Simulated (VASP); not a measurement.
# CoGe3: single point with r2SCAN

Crystal: CoGe3.

```
Ge Co
1.0
     3.99222    0.00000    0.00000
     0.00000    3.99222    0.00000
     0.00000    0.00000    3.99222
Ge Co
3 1
Cartesian
  0.0000 1.9961 1.9961
  1.9961 0.0000 1.9961
  1.9961 1.9961 0.0000
  0.0000 0.0000 0.0000
```

- Program: VASP 6.6.1
- Task: single point
- Functional: r2SCAN
- Potentials or basis: VASP PAW PBE potentials, release 64 (Ge_d, Co)
- Cutoff: 520 eV
- k mesh: 10 × 10 × 10
- Occupations: gaussian, width 0.1 eV
- Spin: no spin polarisation

| Property | Result |
| --- | --- |
| Pressure | -3.5 GPa |
| Band gap on the k mesh | zero (an odd number of electrons rules out a gap without spin polarisation) |

Levels at points of the mesh, in eV from the Fermi level:
| k point | band 21 | band 22 | band 23 | band 24 | band 25 | band 26 | band 27 | band 28 | band 29 | band 30 |
| --- | --- | --- | --- | --- | --- | --- | --- | --- | --- | --- |
| (0.00, 0.00, 0.00) | -4.27 | -0.94 | -0.94 | -0.94 | -0.23 | -0.23 | 0.74 | 3.59 | 3.59 | 3.59 |
| (0.50, 0.00, 0.00) | -2.46 | -0.93 | -0.89 | -0.61 | -0.61 | 0.42 | 0.42 | 0.80 | 0.94 | 2.60 |
| (0.50, 0.50, 0.00) | -2.12 | -0.98 | -0.79 | -0.78 | -0.08 | 0.54 | 1.40 | 1.40 | 2.44 | 2.44 |
| (0.50, 0.50, 0.50) | -5.23 | -5.23 | -0.71 | -0.71 | -0.67 | -0.16 | -0.16 | -0.16 | 8.81 | 8.81 |

Wall time 7 min on 1 thread of Intel(R) Xeon(R) 6975P-C (Granite Rapids), with other jobs on the host, peak memory 0.23 GiB.

Caveat: the cell stands under tension; the PAW data sets were made with another functional, which shifts forces and pressure a little; the run has no spin polarisation, though such a crystal can be magnetic. Spin polarisation is off, so any magnetic state and its effect on volume and gap are missing.
